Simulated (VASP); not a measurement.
Input of a VASP 6.6.1 run:

Contents of INCAR:

```
SYSTEM = C28O
  PREC = Accurate
  ENCUT = 520
  EDIFF = 1E-7
  ISMEAR = 0
  SIGMA = 0.1
  LREAL = Auto
  LASPH = .True.
  NELM = 80
  ALGO = Normal
  ISIF = 2
  LWAVE = .False.
  LCHARG = .False.
  GGA = PE
  NBANDS = 79
```

KPOINTS

```
regular mesh
0
Gamma
  4 4 3
  0 0 0
```

Contents of POSCAR:

```
C28O
1.0
    6.1663319712      2.1360800542      0.0000000000
   -1.2332663942     -6.4082401623      0.0000000000
    0.0000000000      0.0000000000     -8.4654495156
C O
28 1
Direct
    0.1376299032      0.6564272537      0.7181289061
    0.5632381119      0.8050897853      0.7147667692
    0.2792670311      0.3748762022      0.7082468555
   -0.0074423078     -0.0477729232      0.7462953962
    0.7002811496      0.5125762320      0.7159689499
    0.4183091958      0.0887199785      0.7120974484
    0.8471144381      0.2313399962      0.7110575745
    0.1461982484      0.7621548255      0.2544511069
    0.5748015452      0.9049440984      0.2539253227
    0.2890623896      0.4764085502      0.2537046611
    0.0033290660      0.0477764790      0.2544961134
    0.7176451116      0.6192863108      0.2543275459
    0.4318466450      0.1906431366      0.2539094936
    0.8604816617      0.3335885766      0.2537879407
    0.0880007892      0.4228973418      0.7110509594
    0.5167921233      0.5655053891      0.7120913058
    0.2348199951      0.1416450203      0.7160072231
    0.9425516728      0.7019987882      0.7462786221
    0.6558333183      0.2793443168      0.7082333890
    0.3718691248      0.8491397143      0.7147666511
    0.7974929615     -0.0021947042      0.7181558391
    0.3366345694      0.7145183815      0.2538975628
    0.7652493162      0.8573259837      0.2544590215
    0.4795825967      0.4288169216      0.2538303484
    0.1937930441      1.0001944830      0.2545332054
    0.9081155008      0.5716969582      0.2542806494
    0.6223666927      0.1430580090      0.2537241520
    0.0509495241      0.2858682284      0.2538663772
    0.9675368524      0.8270122589     -0.1052753310
```

Potentials or basis: VASP PAW PBE potentials, release 64 (C, O).

Launch:

```console
$ cat potpaw_PBE.64/C/POTCAR potpaw_PBE.64/O/POTCAR > POTCAR
$ mpirun -np 1 vasp_std > vasp.out
```

Estimate the largest force.

0.339 eV/Å.

What does it give for the pressure?

2.0 GPa.

Forces on the atoms (eV/Å):
```
C   -0.006 -0.012  0.003
C   -0.004  0.003  0.005
C   -0.002 -0.007  0.003
C    0.001 -0.124  0.155
C    0.006 -0.011  0.008
C    0.004 -0.001  0.004
C    0.007  0.001  0.002
C   -0.008  0.001 -0.001
C    0.007  0.009 -0.003
C    0.008 -0.007 -0.003
C   -0.003  0.003  0.002
C    0.004 -0.001 -0.001
C    0.001 -0.004 -0.001
C   -0.002 -0.001 -0.001
C   -0.006  0.010  0.001
C    0.003  0.000  0.003
C   -0.006  0.004  0.008
C   -0.006  0.129  0.164
C    0.001 -0.001 -0.002
C    0.005 -0.004  0.004
C    0.003  0.005  0.000
C   -0.001 -0.009 -0.002
C    0.000 -0.002  0.001
C    0.001  0.005  0.001
C    0.004  0.003  0.000
C    0.002  0.003 -0.004
C   -0.006  0.008 -0.002
C   -0.008  0.001 -0.004
O    0.000 -0.004 -0.339
```
